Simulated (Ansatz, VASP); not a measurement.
# Two plane-wave programs on TiAl

```xyz
2
Lattice="2.9250 0.0000 0.0000 0.0000 3.1564 0.0000 0.0000 0.0000 3.1564" Properties=species:S:1:pos:R:3 pbc="T T T"
Ti    0.0000    0.0000    0.0000
Al    1.4625    1.5782    1.5782
```

Change from the starting cell: normal strain along x -0.0733, normal strain along y +0.0000.

Alike in both runs: task single point; functional PBEsol; k mesh 14 × 14 × 14; occupations gaussian, width 0.15 eV; no spin polarisation.

|  | VASP | Ansatz |
| --- | --- | --- |
| version | VASP 6.6.1 | Ansatz 0.2.0 |
| potentials or method | VASP PAW PBE potentials, release 64 (Ti_sv, Al), cutoff 520 eV | scalar-relativistic, plane waves, PAW |
| valence electrons in the cell | 15 | 15 |

|  | VASP | Ansatz | Ansatz less VASP |
| --- | --- | --- | --- |
| gap on the k mesh at the Fermi level (eV) | none | none | - |
| pressure (GPa) | 10.8 | 10.7 | -0.05 |
| traceless stress, the component that is largest in VASP (GPa) | -0.58 | -0.58 | +0.005 |

VASP's potentials were made for PBE, not for PBEsol. A gap of «none» marks a metal or a gap that the smearing closes.
